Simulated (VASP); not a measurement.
Li2Pd:

```xyz
3
Lattice="4.2509 0.0000 0.0000 -2.1255 3.6814 0.0000 0.0000 0.0000 2.7068" Properties=species:S:1:pos:R:3 pbc="T T T"
Li    0.0000    2.4543    1.3534
Li    2.1255    1.2271    1.3534
Pd    0.0000    0.0000    0.0000
```

```yaml
Program: VASP 6.6.1
Task: relaxation of cell and atoms
Functional: LDA
Potentials_or_basis: VASP PAW LDA potentials, release 64 (Li_sv, Pd)
Cutoff: 600 eV
k_mesh: 12 × 12 × 16
Occupations: gaussian, width 0.1 eV
Spin: no spin polarisation
```

At the start: pressure -5.0 GPa; volume 14.12 Å³/atom.

Problem. Where does the relaxation end?

Solution. Over 6 steps the energy falls by 21.3 meV/atom and the volume is 12.84 Å³/atom (-9.0 %); space group P6/mmm (No. 191, to 0.1 Å) before and after.

The path:
```
step  energy change (eV)  largest force (eV/Å)  pressure (GPa)  volume (Å³)
   1              0.0000                0.0000           -5.01        42.36
   2             -0.0575                0.0000           -1.53        39.71
   3             -0.0611                0.0000           -0.30        38.96
   4             -0.0611                0.0000           -0.17        38.90
   5             -0.0635                0.0000           -0.10        38.69
   6             -0.0639                0.0000            0.02        38.53
```

Final structure:
```
Li Pd
1.0
     4.11618    0.00000    0.00000
    -2.05809    3.56471    0.00000
     0.00000    0.00000    2.62604
Li Pd
2 1
Cartesian
  0.0000 2.3765 1.3130
  2.0581 1.1882 1.3130
  4.1162 0.0000 0.0000
```

Caveat: the cutoff is under 1.25 times the usual one of these potentials, so pressure, stress and relaxed cells hold a basis-set (Pulay) error.
